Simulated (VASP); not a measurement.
# Cu in VASP: further runs

Runs on Cu. Level: PBE. Tasks: single point.

All numbers are computed with VASP 6.6.1; they aren't measurements. Logs are shortened: lines on timing, memory, paths and dates and some standing lists are left out, and cuts for length are marked.

## 1. The cell of the first run

The cell holds a cluster in a box, 1 atom: a = 8.500 Å, b = 8.800 Å, c = 9.100 Å, α = 90.00°, β = 90.00°, γ = 90.00°.

## 2. Single point, PBE, collinear spin

File INCAR:

```
PREC = Accurate ; ENCUT = 520
EDIFF = 1E-6 ; ISMEAR = -1
SIGMA = 0.1 ; LREAL = False
LASPH = True ; NELM = 200
ALGO = Normal ; ISIF = 2
LWAVE = False ; LCHARG = True
ISPIN = 2 ; MAGMOM = 1
LORBIT = 11 ; LMAXMIX = 4
GGA = PE ; LELF = True
LVHAR = True ; NBANDS = 16
GGA_COMPAT = False
```

File KPOINTS:

```
Automatic mesh
0
Gamma
  1 1 1
```

File POSCAR:

```
Cu
1.0
    8.5000000000      0.0000000000      0.0000000000
    0.0000000000      8.8000000000      0.0000000000
    0.0000000000      0.0000000000      9.1000000000
Cu
1
Direct
    0.5021050700      0.5044005300      0.4966902100
```

Potentials or basis: VASP PAW PBE potentials, release 64 (Cu).

Command:

```
cat potpaw_PBE.64/Cu/POTCAR > POTCAR
mpirun -np 1 vasp_gam > vasp.out
```

OUTCAR:

```text
PREC = Accurate
   ENCUT = 520
   EDIFF = 1E-6
   ISMEAR = -1
   LREAL = False
   LASPH = True
   NELM = 200
   ISIF = 2
   ISPIN = 2
   LORBIT = 11
   GGA = PE

 ion  position               nearest neighbor table
   1  0.502  0.504  0.497-

  LATTYP: Found a simple orthorhombic cell.
 ALAT       =     8.5000000000
 B/A-ratio  =     1.0352941176
 C/A-ratio  =     1.0705882353

  Lattice vectors:

 A1 = (   8.5000000000,   0.0000000000,   0.0000000000)
 A2 = (   0.0000000000,   8.8000000000,   0.0000000000)
 A3 = (   0.0000000000,   0.0000000000,   9.1000000000)

Analysis of symmetry for initial positions (statically):
=====================================================================
 Subroutine PRICEL returns:
 Original cell was already a primitive cell.

 Routine SETGRP: Setting up the symmetry group for a
 simple orthorhombic supercell.

 Subroutine GETGRP returns: Found  8 space group operations
 (whereof  1 operations were pure point group operations)
 out of a pool of  8 trial point group operations.

The static configuration has the point symmetry C_1 .
 The point group associated with its full space group is D_2h.

Analysis of symmetry for dynamics (positions and initial velocities):
=====================================================================
 Subroutine PRICEL returns:
 Original cell was already a primitive cell.

 Routine SETGRP: Setting up the symmetry group for a
 simple orthorhombic supercell.

 Subroutine GETGRP returns: Found  8 space group operations
 (whereof  1 operations were pure point group operations)
 out of a pool of  8 trial point group operations.

The dynamic configuration has the point symmetry C_1 .
 The point group associated with its full space group is D_2h.

Analysis of structural, dynamic, and magnetic symmetry:
=====================================================================
 Subroutine PRICEL returns:
 Original cell was already a primitive cell.

 Routine SETGRP: Setting up the symmetry group for a
 simple orthorhombic supercell.

 Subroutine GETGRP returns: Found  8 space group operations
 (whereof  1 operations were pure point group operations)
 out of a pool of  8 trial point group operations.

The overall configuration has the point symmetry C_1 .
 The point group associated with its full space group is D_2h.

 Subroutine INISYM returns: Found  8 space group operations
 (whereof  1 operations are pure point group operations),
 and found     1 'primitive' translations

----------------------------------------------------------------------------------------

                                     Primitive cell

  volume of cell :     680.6800

  direct lattice vectors                    reciprocal lattice vectors
     8.500000000  0.000000000  0.000000000     0.117647059  0.000000000  0.000000000
     0.000000000  8.800000000  0.000000000     0.000000000  0.113636364  0.000000000
     0.000000000  0.000000000  9.100000000     0.000000000  0.000000000  0.109890110

  length of vectors
     8.500000000  8.800000000  9.100000000     0.117647059  0.113636364  0.109890110

  position of ions in fractional coordinates (direct lattice)
     0.502105070  0.504400530  0.496690210

  ion indices of the primitive-cell ions
   primitive index   ion index
                 1           1

----------------------------------------------------------------------------------------

 KPOINTS: Automatic mesh

Automatic generation of k-mesh.
 Grid dimensions read from file:
 generate k-points for:    1    1    1

 Generating k-lattice:

  Cartesian coordinates                     Fractional coordinates (reciprocal lattice)
     0.117647059  0.000000000  0.000000000     1.000000000  0.000000000  0.000000000
     0.000000000  0.113636364  0.000000000     0.000000000  1.000000000  0.000000000
     0.000000000  0.000000000  0.109890110     0.000000000  0.000000000  1.000000000

  Length of vectors
     0.117647059  0.113636364  0.109890110

  Shift w.r.t. Gamma in fractional coordinates (k-lattice)
     0.000000000  0.000000000  0.000000000

 Subroutine IBZKPT returns following result:
 ===========================================

 Found      1 irreducible k-points:

 Following reciprocal coordinates:
            Coordinates               Weight
  0.000000  0.000000  0.000000      1.000000
   k-points           NKPTS =      1   k-points in BZ     NKDIM =      1   number of bands    NBANDS=     16
   number of dos      NEDOS =    301   number of ions     NIONS =      1
   total plane-waves  NPLWV = 313600
   dimension x,y,z NGX =    64 NGY =   70 NGZ =   70
   dimension x,y,z NGXF=   128 NGYF=  140 NGZF=  140
   ions per type =               1
   NGX,Y,Z   is equivalent  to a cutoff of  12.52, 13.22, 12.79 a.u.
   NGXF,Y,Z  is equivalent  to a cutoff of  25.03, 26.45, 25.58 a.u.
 SYSTEM =  unknown system
   PREC   = accura    normal or accurate (medium, high low for compatibility)
   ISTART =      0    job   : 0-new  1-cont  2-samecut
   ICHARG =      2    charge: 1-file 2-atom 10-const
   ISPIN  =      2    spin polarized calculation?
   LNONCOLLINEAR =      F non collinear calculations
   LSORBIT =      F    spin-orbit coupling
   LASPH  =      T    aspherical Exc in radial PAW
   ENCUT  =  520.0 eV  38.22 Ry    6.18 a.u.  15.80 16.36 16.92*2*pi/ulx,y,z
   NELM   =    200;   NELMIN=  2; NELMDL= -5     # of ELM steps
   EDIFF  = 0.1E-05   stopping-criterion for ELM
   LREAL  =      F    real-space projection
   EDIFFG = 0.1E-04   stopping-criterion for IOM
   NSW    =      0    number of steps for IOM
   IBRION =     -1    ionic relax: 0-MD 1-quasi-New 2-CG
   NFREE  =      0    steps in history (QN), initial steepest desc. (CG)
   ISIF   =      2    stress and relaxation
   ISYM   =      2    0-nonsym 1-usesym 2-fastsym
   POTIM  = 0.5000    time-step for ionic-motion
   TEBEG  =    0.0;   TEEND  =   0.0 temperature during run
   PSTRESS=    0.0 pullay stress
   NELECT =      11.0000    total number of electrons
   NUPDOWN=      -1.0000    fix difference up-down
   EMIN   =  10.00;   EMAX   =-10.00  energy-range for DOS
   EFERMI =   0.00;   METHOD = LEGACY
   ISMEAR =    -1;   SIGMA  =   0.10  broadening in eV -4-tet -1-fermi 0-gaus
   EFERMI_NEDOS =   21; number of points for ismear=-14 and -15
   IALGO  =     38    algorithm
   IMIX   =      4    mixing-type and parameters
     AMIX     =   0.40;   BMIX     =  1.00
     AMIX_MAG =   1.60;   BMIX_MAG =  1.00
  volume/ion in A,a.u.               =     680.68      4593.46
  Fermi-wavevector in a.u.,A,eV,Ry     =   0.413896  0.782150  2.330814  0.171310
  Thomas-Fermi vector in A             =   1.371828
   LORBIT       =     11    0 simple, 1 ext, 2 COOP (PROOUT), +10 PAW based schemes
   GGA     = PE    functional components
   LHFCALC =     F    Hartree Fock is set to
   AEXX    =    0.0000 exact exchange contribution
   IVDW    =     0    specifies the selected vdW correction
   LEPSILON=     F    determine dielectric tensor
   LRPA    =     F    only Hartree local field effects (RPA)
 spin polarized calculation
  energy-cutoff  :      520.00
  volume of cell :      680.68
 maximum number of plane-waves:      9186
 NGX is ok and might be reduce to    64
   NGX = 31   NGY = 33   NGZ = 33

 number of electron      10.9999998 magnetization       0.9844122

 Free energy of the ion-electron system (eV)
  ---------------------------------------------------
  ext. energy  EPLUGINS =         0.00000000
  ---------------------------------------------------
  free energy    TOTEN  =        -0.26020504 eV

  energy without entropy =       -0.22542227  energy(sigma->0) =       -0.24281366

 E-fermi :  -4.2594     XC(G=0):  -1.1686

 val. band max:       -4.7937504022   @ k =   0.0000   0.0000   0.0000
 cond. band min:      -3.9167830974   @ k =   0.0000   0.0000   0.0000
 fundamental gap:      0.8769673048
 Fermi energy:        -4.2593734783

 spin component 1

 k-point     1 :       0.0000    0.0000    0.0000
  band No.  band energies     occupation
      1      -4.9729      0.99920
      2      -4.9729      0.99920
      3      -4.9726      0.99920
      4      -4.9725      0.99920
      5      -4.9724      0.99920
      6      -4.8168      0.99622
      7      -0.6546      0.00000
      8      -0.6206      0.00000
      9      -0.5802      0.00000
     10      -0.3222      0.00000
     11       0.9999      0.00000
     12       1.0986      0.00000
     13       1.9369      0.00000
     14       2.0289      0.00000
     15       2.1350      0.00000
     16       2.1941      0.00000
 Fermi energy:        -4.2593734783

 spin component 2

 k-point     1 :       0.0000    0.0000    0.0000
  band No.  band energies     occupation
      1      -4.7943      0.99527
      2      -4.7942      0.99526
      3      -4.7938      0.99525
      4      -4.7938      0.99525
      5      -4.7938      0.99524
      6      -3.9168      0.03150
      7       0.1257      0.00000
      8       0.1443      0.00000
      9       0.1668      0.00000
     10       0.2146      0.00000
     11       1.5131      0.00000
     12       1.6198      0.00000
     13       2.4235      0.00000
     14       2.5021      0.00000
     15       2.5743      0.00000
     16       2.5989      0.00000

------------------------ aborting loop because EDIFF is reached ----------------------------------------

  FORCE on cell =-STRESS in cart. coord.  units (eV):
  Direction    XX          YY          ZZ          XY          YZ          ZX
  --------------------------------------------------------------------------------------
  -------------------------------------------------------------------------------------
  Total       -0.0413105     -0.0265711     -0.0200129      0.0000000      0.0000000      0.0000000
  in kB       -0.0972363     -0.0625428     -0.0471061      0.0000000      0.0000000      0.0000000
  external PRESSURE =      -0.0689618 kB  Pullay stress =       0.0000000 kB

 VOLUME and BASIS-vectors are now :
 -----------------------------------------------------------------------------
  energy-cutoff  :      520.00
  volume of cell :      680.68
      direct lattice vectors                 reciprocal lattice vectors
     8.500000000  0.000000000  0.000000000     0.117647059  0.000000000  0.000000000
     0.000000000  8.800000000  0.000000000     0.000000000  0.113636364  0.000000000
     0.000000000  0.000000000  9.100000000     0.000000000  0.000000000  0.109890110

 POSITION                                       TOTAL-FORCE (eV/Angst)
 -----------------------------------------------------------------------------------
      4.26789      4.43872      4.51988         0.000000      0.000000      0.000000
 -----------------------------------------------------------------------------------
    total drift:                                0.000181     -0.000110      0.000073

  FREE ENERGIE OF THE ION-ELECTRON SYSTEM (eV)
  ---------------------------------------------------
  free  energy   TOTEN  =        -0.2602050423 eV

  energy  without entropy=       -0.2254222708  energy(sigma->0) =       -0.24281366

 total charge

# of ion       s       p       d       tot
------------------------------------------
    1        0.357   0.000   9.412   9.769

 magnetization (x)

# of ion       s       p       d       tot
------------------------------------------
    1        0.335   0.000  -0.017   0.318
```

It took 2 min on 1 thread of Intel Xeon 8259CL, shared host; peak memory 0.83 GiB.

Results:

```
Free energy                                           : -0.2602 eV
Gap between the frontier levels                       : 0.88 eV
Net moment                                            : 0.98 μB per cell
Site moments                                          : Cu +0.32 μB
Valence electrons inside the program's atomic spheres : Cu 9.77
```

## 3. Single point, PBE, collinear spin

File INCAR:

```
SYSTEM = Cu
  PREC = Accurate
  ENCUT = 520
  EDIFF = 1E-6
  ISMEAR = -1
  SIGMA = 0.1
  LREAL = .False.
  LASPH = .True.
  NELM = 200
  ALGO = Normal
  ISIF = 2
  LWAVE = .False.
  LCHARG = .True.
  ISPIN = 2
  MAGMOM = 1
  LORBIT = 11
  LMAXMIX = 4
  GGA = PE
  LELF = .True.
  LVHAR = .True.
  NBANDS = 16
  GGA_COMPAT = .False.
```

File KPOINTS:

```
Automatic mesh
0
Gamma
  1 1 1
  0 0 0
```

POSCAR is that of step 2.

Potentials or basis: VASP PAW PBE potentials, release 64 (Cu).

Command:

```
cat potpaw_PBE.64/Cu/POTCAR > POTCAR
mpirun -np 1 vasp_gam > vasp.out
```

Wall time 2.5 min (1 thread of Intel Xeon 8259CL, shared host); peak memory 0.81 GiB.

The run converged. Its results:

- Free energy: -0.2602 eV
- Gap between the frontier levels: 0.88 eV
- Net moment: 0.98 μB per cell
- Site moments: Cu +0.32 μB
- Valence electrons inside the program's atomic spheres: Cu 9.77

Levels at points of the mesh, in eV from the valence-band top:
Spin up:
```
           k point  band 2  band 3  band 4  band 5  band 6  band 7  band 8  band 9  band 10  band 11
(0.00, 0.00, 0.00)   -0.18   -0.18   -0.18   -0.18   -0.02    4.14    4.17    4.21     4.47     5.79
```
Spin down:
| k point | band 1 | band 2 | band 3 | band 4 | band 5 | band 6 | band 7 | band 8 | band 9 | band 10 |
| --- | --- | --- | --- | --- | --- | --- | --- | --- | --- | --- |
| (0.00, 0.00, 0.00) | 0.00 | 0.00 | 0.00 | 0.00 | 0.00 | 0.88 | 4.92 | 4.94 | 4.96 | 5.01 |
